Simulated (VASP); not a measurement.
# Si2Ni (Fm-3m) in VASP: a series of runs, part 2 of 2

VASP 6.6.1.

## 3. Relaxation of cell and atoms, PBEsol

INCAR

```
PREC = Accurate
ENCUT = 600
EDIFF = 1E-6
ISMEAR = 0
SIGMA = 0.1
LREAL = F
LASPH = T
NELM = 100
ALGO = Normal
ISIF = 3
LWAVE = F
LCHARG = F
GGA = PS
IBRION = 2
NSW = 100
EDIFFG = -0.005
```

KPOINTS

```
regular mesh
0
Gamma
  14 14 14
```

POSCAR

```
Si2Ni
1.0
    0.0000000000      2.6975000000      2.6975000000
    2.6975000000      0.0000000000      2.6975000000
    2.6975000000      2.6975000000      0.0000000000
Si Ni
2 1
Direct
    0.2500000000      0.2500000000      0.2500000000
    0.7500000000      0.7500000000      0.7500000000
    0.0000000000      0.0000000000      0.0000000000
```

Potentials or basis: VASP PAW PBE potentials, release 64 (Si, Ni).

Run with:

```sh
$ cat potpaw_PBE.64/Si/POTCAR potpaw_PBE.64/Ni/POTCAR > POTCAR
$ mpirun -np 1 vasp_std > vasp.out
```

OUTCAR:

```text
PREC = Accurate
   ENCUT = 600
   EDIFF = 1E-6
   ISMEAR = 0
   LREAL = F
   LASPH = T
   NELM = 100
   ISIF = 3
   GGA = PS
   IBRION = 2
   NSW = 100
   EDIFFG = -0.005

 ion  position               nearest neighbor table
   1  0.250  0.250  0.250-   3 2.34   3 2.34   3 2.34   3 2.34   2 2.70   2 2.70   2 2.70   2 2.70
                             2 2.70   2 2.70
   2  0.750  0.750  0.750-   3 2.34   3 2.34   3 2.34   3 2.34   1 2.70   1 2.70   1 2.70   1 2.70
                             1 2.70   1 2.70
   3  0.000  0.000  0.000-   2 2.34   2 2.34   2 2.34   1 2.34   2 2.34   1 2.34   1 2.34   1 2.34

  LATTYP: Found a face centered cubic cell.
 ALAT       =     5.3950000000

  Lattice vectors:

 A1 = (   0.0000000000,   2.6975000000,   2.6975000000)
 A2 = (   2.6975000000,   0.0000000000,   2.6975000000)
 A3 = (   2.6975000000,   2.6975000000,   0.0000000000)

Analysis of symmetry for initial positions (statically):
=====================================================================
 Subroutine PRICEL returns:
 Original cell was already a primitive cell.

 Routine SETGRP: Setting up the symmetry group for a
 face centered cubic supercell.

 Subroutine GETGRP returns: Found 48 space group operations
 (whereof 48 operations were pure point group operations)
 out of a pool of 48 trial point group operations.

The static configuration has the point symmetry O_h .

Analysis of symmetry for dynamics (positions and initial velocities):
=====================================================================
 Subroutine PRICEL returns:
 Original cell was already a primitive cell.

 Routine SETGRP: Setting up the symmetry group for a
 face centered cubic supercell.

 Subroutine GETGRP returns: Found 48 space group operations
 (whereof 48 operations were pure point group operations)
 out of a pool of 48 trial point group operations.

The dynamic configuration has the point symmetry O_h .

 Subroutine INISYM returns: Found 48 space group operations
 (whereof 48 operations are pure point group operations),
 and found     1 'primitive' translations

----------------------------------------------------------------------------------------

                                     Primitive cell

  volume of cell :      39.2568

  direct lattice vectors                    reciprocal lattice vectors
     0.000000000  2.697500000  2.697500000    -0.185356812  0.185356812  0.185356812
     2.697500000  0.000000000  2.697500000     0.185356812 -0.185356812  0.185356812
     2.697500000  2.697500000  0.000000000     0.185356812  0.185356812 -0.185356812

  length of vectors
     3.814841085  3.814841085  3.814841085     0.321047416  0.321047416  0.321047416

  position of ions in fractional coordinates (direct lattice)
     0.250000000  0.250000000  0.250000000
     0.750000000  0.750000000  0.750000000
     0.000000000  0.000000000  0.000000000

  ion indices of the primitive-cell ions
   primitive index   ion index
                 1           1
                 2           2
                 3           3

----------------------------------------------------------------------------------------

 KPOINTS: regular mesh

[... 54 lines left out ...]
   ions per type =               2   1
   NGX,Y,Z   is equivalent  to a cutoff of  13.07, 13.07, 13.07 a.u.
   NGXF,Y,Z  is equivalent  to a cutoff of  26.15, 26.15, 26.15 a.u.
 SYSTEM =  unknown system
   PREC   = accura    normal or accurate (medium, high low for compatibility)
   ISTART =      0    job   : 0-new  1-cont  2-samecut
   ICHARG =      2    charge: 1-file 2-atom 10-const
   ISPIN  =      1    spin polarized calculation?
   LNONCOLLINEAR =      F non collinear calculations
   LSORBIT =      F    spin-orbit coupling
   LASPH  =      T    aspherical Exc in radial PAW
   ENCUT  =  600.0 eV  44.10 Ry    6.64 a.u.   7.62  7.62  7.62*2*pi/ulx,y,z
   NELM   =    100;   NELMIN=  2; NELMDL= -5     # of ELM steps
   EDIFF  = 0.1E-05   stopping-criterion for ELM
   LREAL  =      F    real-space projection
   EDIFFG = -.5E-02   stopping-criterion for IOM
   NSW    =    100    number of steps for IOM
   IBRION =      2    ionic relax: 0-MD 1-quasi-New 2-CG
   NFREE  =      1    steps in history (QN), initial steepest desc. (CG)
   ISIF   =      3    stress and relaxation
   ISYM   =      2    0-nonsym 1-usesym 2-fastsym
   POTIM  = 0.5000    time-step for ionic-motion
   TEBEG  =    0.0;   TEEND  =   0.0 temperature during run
   PSTRESS=    0.0 pullay stress
   NELECT =      18.0000    total number of electrons
   NUPDOWN=      -1.0000    fix difference up-down
   EMIN   =  10.00;   EMAX   =-10.00  energy-range for DOS
   EFERMI =   0.00;   METHOD = LEGACY
   ISMEAR =     0;   SIGMA  =   0.10  broadening in eV -4-tet -1-fermi 0-gaus
   EFERMI_NEDOS =   21; number of points for ismear=-14 and -15
   IALGO  =     38    algorithm
   IMIX   =      4    mixing-type and parameters
     AMIX     =   0.40;   BMIX     =  1.00
     AMIX_MAG =   1.60;   BMIX_MAG =  1.00
  volume/ion in A,a.u.               =      13.09        88.31
  Fermi-wavevector in a.u.,A,eV,Ry     =   1.262392  2.385575 21.682699  1.593633
  Thomas-Fermi vector in A             =   2.395802
   LORBIT       =      0    0 simple, 1 ext, 2 COOP (PROOUT), +10 PAW based schemes
   GGA     = PS    functional components
   LHFCALC =     F    Hartree Fock is set to
   AEXX    =    0.0000 exact exchange contribution
   IVDW    =     0    specifies the selected vdW correction
   LEPSILON=     F    determine dielectric tensor
   LRPA    =     F    only Hartree local field effects (RPA)
 conjugate gradient relaxation of ions
 non-spin polarized calculation
 Gauss-broadening in eV      SIGMA  =   0.10
  energy-cutoff  :      600.00
  volume of cell :       39.26
 maximum number of plane-waves:      1363
   NGX = 15   NGY = 15   NGZ = 15

--------------------------------------- Ionic step        1  -------------------------------------------

 number of electron      17.9999990 magnetization

 Free energy of the ion-electron system (eV)
  ---------------------------------------------------
  ext. energy  EPLUGINS =         0.00000000
  ---------------------------------------------------
  free energy    TOTEN  =       -18.98364439 eV

  energy without entropy =      -18.97930539  energy(sigma->0) =      -18.98147489

------------------------ aborting loop because EDIFF is reached ----------------------------------------

  FORCE on cell =-STRESS in cart. coord.  units (eV):
  Direction    XX          YY          ZZ          XY          YZ          ZX
  --------------------------------------------------------------------------------------
  -------------------------------------------------------------------------------------
  Total       -0.0838034     -0.0838034     -0.0838034      0.0000000      0.0000000      0.0000000
  in kB       -3.4202497     -3.4202497     -3.4202497      0.0000000      0.0000000      0.0000000
  external PRESSURE =      -3.4202497 kB  Pullay stress =       0.0000000 kB
[... 61 lines left out ...]
--------------------------------------- Ionic step        3  -------------------------------------------

 number of electron      17.9999990 magnetization

 Free energy of the ion-electron system (eV)
  ---------------------------------------------------
  ext. energy  EPLUGINS =         0.00000000
  ---------------------------------------------------
  free energy    TOTEN  =       -18.98367646 eV

  energy without entropy =      -18.97932997  energy(sigma->0) =      -18.98150321

 E-fermi :  10.5190     XC(G=0): -11.7323

 val. band max:       10.4658909555   @ k =  -0.0714   0.0714   0.0000
 cond. band min:      10.5463185218   @ k =  -0.2143   0.1429   0.0000
 fundamental gap:      0.0804275663
 Fermi energy:        10.5189817977

 k-point     1 :       0.0000    0.0000    0.0000
  band No.  band energies     occupation
      1      -3.4523      2.00000
      2       5.2108      2.00000
      3       5.2108      2.00000
      4       5.2108      2.00000
      5       6.9157      2.00000
      6       6.9157      2.00000
      7      10.2617      1.99973
      8      12.1986      0.00000
      9      12.1986      0.00000
     10      12.1986      0.00000
     11      12.7140      0.00000
     12      12.7140      0.00000
     13      12.7140      0.00000
[... 354 lines left out ...]
  band No.  band energies     occupation
      1      -2.3489      2.00000
      2       3.6912      2.00000
      3       5.3738      2.00000
      4       5.4157      2.00000
      5       6.3795      2.00000
      6       7.0481      2.00000
      7       8.0077      2.00000
      8       9.1364      2.00000
      9       9.7127      2.00000
     10      10.8885      0.00000
     11      13.4198      0.00000
     12      14.0824      0.00000
     13      14.5880      0.00000

 [... further k-points ...]
[... 5 lines left out ...]
  --------------------------------------------------------------------------------------
  -------------------------------------------------------------------------------------
  Total       -0.0048787     -0.0048787     -0.0048787      0.0000000      0.0000000     -0.0000000
  in kB       -0.1993805     -0.1993805     -0.1993805      0.0000000      0.0000000     -0.0000000
  external PRESSURE =      -0.1993805 kB  Pullay stress =       0.0000000 kB
[... 18 lines left out ...]
  FREE ENERGIE OF THE ION-ELECTRON SYSTEM (eV)
  ---------------------------------------------------
  free  energy   TOTEN  =       -18.9836764575 eV

  energy  without entropy=      -18.9793299661  energy(sigma->0) =      -18.98150321

 reached required accuracy - stopping structural energy minimisation
```

OSZICAR:

```text
N       E                     dE             d eps       ncg     rms          rms(c)
DAV:   1     0.758797194555E+02    0.75880E+02   -0.88046E+03  2704   0.159E+03
DAV:   2    -0.163480195696E+02   -0.92228E+02   -0.86791E+02  2784   0.269E+02
DAV:   3    -0.211509708767E+02   -0.48030E+01   -0.46304E+01  3439   0.677E+01
DAV:   4    -0.212618390252E+02   -0.11087E+00   -0.11058E+00  3218   0.919E+00
[... 22 lines left out ...]
DAV:   2    -0.189904142167E+02   -0.45625E-02   -0.48368E-02  3316   0.586E+00    0.714E-01
DAV:   3    -0.189837272435E+02    0.66870E-02   -0.22603E-02  3249   0.404E+00    0.732E-02
DAV:   4    -0.189836808262E+02    0.46417E-04   -0.49423E-04  2829   0.219E-01    0.202E-02
DAV:   5    -0.189836766850E+02    0.41412E-05   -0.19569E-05  3893   0.891E-02    0.723E-03
DAV:   6    -0.189836764575E+02    0.22757E-06   -0.12631E-06  1898   0.197E-02
   3 F= -.18983676E+02 E0= -.18981503E+02  d E =-.320681E-04
```

Run time: 53 s. Hardware: 1 thread of Intel Xeon 6975P-C (Granite Rapids), shared host; peak memory 0.22 GiB.

Results:

```
Free energy                            : -18.9837 eV
Relaxed volume                         : 13.07 Å³/atom
Relaxed cell                           : a = 3.813 Å, b = 3.813 Å, c = 3.813 Å, α = 60.00°, β = 60.00°, γ = 60.00°
Space group after relaxing (to 0.05 Å) : Fm-3m (No. 225)
Energy gained by relaxing              : 0.0 meV/atom
Ionic steps                            : 3
Pressure after relaxing                : 0.0 GPa
Band gap on the k mesh                 : zero (band 9 reaches 12.20 eV, above the bottom of band 10 at 10.07 eV)
```

Final structure:
```yaml
crystal:
  lattice:
    - [0.00000, 2.69630, 2.69630]
    - [2.69630, 0.00000, 2.69630]
    - [2.69630, 2.69630, 0.00000]
  atoms:
    - { symbol: Si, position: [0.25000, 0.25000, 0.25000] }
    - { symbol: Si, position: [0.75000, 0.75000, 0.75000] }
    - { symbol: Ni, position: [0.00000, 0.00000, 0.00000] }
```

Caveat: the PAW data sets were made with another functional, which shifts forces and pressure a little.
